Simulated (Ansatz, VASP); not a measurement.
# Two plane-wave programs on LiCl

File POSCAR:

```
LiCl
1.0
    0.0000000000      2.6362965541      2.5560369926
    2.6362965541      0.0000000000      2.5560369926
    2.6362965541      2.6362965541      0.0000000000
Li Cl
1 1
Direct
    0.0000000000      0.0000000000      0.0000000000
    0.5000000000      0.5000000000      0.5000000000
```

INCAR.step1

```
PREC = Accurate
ENCUT = 520
ISMEAR = 0
SIGMA = 0.01
LREAL = F
LASPH = T
NELM = 100
NBANDS = 12
GGA = PE
ALGO = Normal
EDIFF = 1E-4
LWAVE = T
LCHARG = F
```

INCAR.step2

```
PREC = Accurate
ENCUT = 520
EDIFF = 1E-7
ISMEAR = 0
SIGMA = 0.01
LREAL = F
LASPH = T
NELM = 100
ALGO = Normal
ISIF = 2
LWAVE = F
LCHARG = T
METAGGA = R2SCAN
LMIXTAU = T
LELF = T
LVHAR = T
NBANDS = 12
ISTART = 1
```

File KPOINTS:

```
regular mesh
0
Gamma
  8 8 8
```

Input for Ansatz:

```yaml
crystal:
  lattice:
    - [0.0, 2.6362965541, 2.5560369926]
    - [2.6362965541, 0.0, 2.5560369926]
    - [2.6362965541, 2.6362965541, 0.0]
  atoms:
    - { symbol: Li, position: [0.0, 0.0, 0.0] }
    - { symbol: Cl, position: [0.5, 0.5, 0.5] }
kpoints:
  mp_grid: { grid: [8, 8, 8] }
  band_path:
    path:
      - [0.0, 0.0, 0.0]
      - [0.5, 0.0, 0.5]
      - [0.625, 0.25, 0.625]
      - [0.375, 0.375, 0.75]
      - [0.5, 0.5, 0.5]
      - [0.5, 0.25, 0.75]
      - [0.075, 0.075, 0.15]
    npoints: 1
hamiltonian:
  xc: r2scan
scf:
  occupations: { method: fixed }
  n_extra_bands: 4
output:
  forces: true
  stress: true
  eigenvalues: true
```

Change from the starting cell: biaxial_xy strain +3.1%.

Alike in both runs: task single point; functional r2SCAN; k mesh 8 × 8 × 8; no spin polarisation.

|  | VASP | Ansatz |
| --- | --- | --- |
| version | VASP 6.6.1 | Ansatz 0.2.0 |
| potentials or method | VASP PAW PBE potentials, release 64 (Li_sv, Cl) | plane waves, PAW |
| plane-wave cutoff (eV) | 520 | 500 |
| occupations | gaussian, width 0.01 eV | fixed |
| valence electrons in the cell | 10 | 10 |

```csv
,VASP,Ansatz,Ansatz less VASP
gap on the k mesh at the Fermi level (eV),6.96,6.89,-0.069
```

VASP's potentials were made for PBE, not for r2SCAN.

Noted on VASP's run: the cutoff is short for stress, so the pressure is rough.
